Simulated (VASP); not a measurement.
Here is a VASP 6.6.1 calculation.

POSCAR

```
Al
1.0
    2.7217600000      0.0000000000      0.0000000000
    0.0000000000      2.7217600000      0.0000000000
    0.0000000000      0.0000000000      2.7217600000
Al
1
Direct
    0.0000000000      0.0000000000      0.0000000000
```

The input INCAR.step1:

```
SYSTEM = Al
ALGO = Normal
EDIFF = 1E-5
ENCUT = 600
GGA = PE
ISMEAR = -1
LASPH = .TRUE.
LCHARG = .FALSE.
LREAL = .FALSE.
LWAVE = .TRUE.
NBANDS = 8
NELM = 100
PREC = Accurate
SIGMA = 0.05
```

Contents of INCAR.step2:

```
SYSTEM = Al
AEXX = 0.25
ALGO = Normal
EDIFF = 1E-6
EDIFFG = -0.01
ENCUT = 600
GGA = PS
IBRION = 2
ISIF = 3
ISMEAR = -1
ISTART = 1
LASPH = .TRUE.
LCHARG = .FALSE.
LHFCALC = .TRUE.
LREAL = .FALSE.
LWAVE = .FALSE.
NELM = 100
NSW = 60
PREC = Accurate
PRECFOCK = Normal
SIGMA = 0.05
```

File KPOINTS:

```
k-points
0
G
  5 5 5
  0 0 0
```

Potentials or basis: VASP PAW PBE potentials, release 64 (Al).

Command:

```bash
$ cat potpaw_PBE.64/Al/POTCAR > POTCAR
$ cp INCAR.step1 INCAR
$ mpirun -np 1 vasp_std > vasp.out
$ cp INCAR.step2 INCAR
$ mpirun -np 1 vasp_std > vasp.out
```

(1) What does it give for the relaxed cell?

(2) Predict the space group after relaxing (to 0.05 Å).

(3) Predict the relaxed volume.

Answers

(1) a = 2.693 Å, b = 2.693 Å, c = 2.693 Å, α = 90.00°, β = 90.00°, γ = 90.00°.

(2) Pm-3m (No. 221).

(3) 19.53 Å³/atom.

Caveat: the k points lie up to 0.47 Å⁻¹ apart in the final cell; the PAW data sets were made with another functional, which shifts forces and pressure a little.
